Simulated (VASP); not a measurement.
Si3Ge, 4 atoms in the cell. The structure is tetragonal, space group P-4m2 (No. 115). Conventional cell: a = 3.912 Å, b = 3.912 Å, c = 5.532 Å, α = 90.00°, β = 90.00°, γ = 90.00°. Within 3.1 Å of Si (site symmetry 2mm) lie 2 Si at 2.38 Å and 2 Ge at 2.41 Å. Si (site symmetry -4m2) has 4 Si at 2.38 Å within 3.1 Å. Ge (site symmetry -4m2) has 4 Si at 2.41 Å within 3.2 Å. 

- Program: VASP 6.6.1
- Task: single point
- Functional: PBE
- Potentials or basis: VASP PAW PBE potentials, release 64 (Si, Ge_d)
- Cutoff: 500 eV
- k mesh: 10 × 10 × 6
- Occupations: gaussian, width 0.02 eV
- Spin: no spin polarisation
- Dipole correction: no
- Further INCAR settings: ALGO = Normal; EDIFF = 1e-06; NBANDS = 21

Potentials or basis: VASP PAW PBE potentials, release 64 (Si, Ge_d).

Command:

```bash
$ cat potpaw_PBE.64/Si/POTCAR potpaw_PBE.64/Ge_d/POTCAR > POTCAR
$ mpirun -np 1 vasp_std > vasp.out
```

Hardware: 1 thread of Intel(R) Xeon(R) 6975P-C (Granite Rapids) (shared host).

Question: How long does it take, and how much memory?

Answer: Wall time 39 s on 1 thread of Intel(R) Xeon(R) 6975P-C (Granite Rapids), on a shared host, peak memory 0.26 GiB. Counts: scf iterations 12, k points 84.
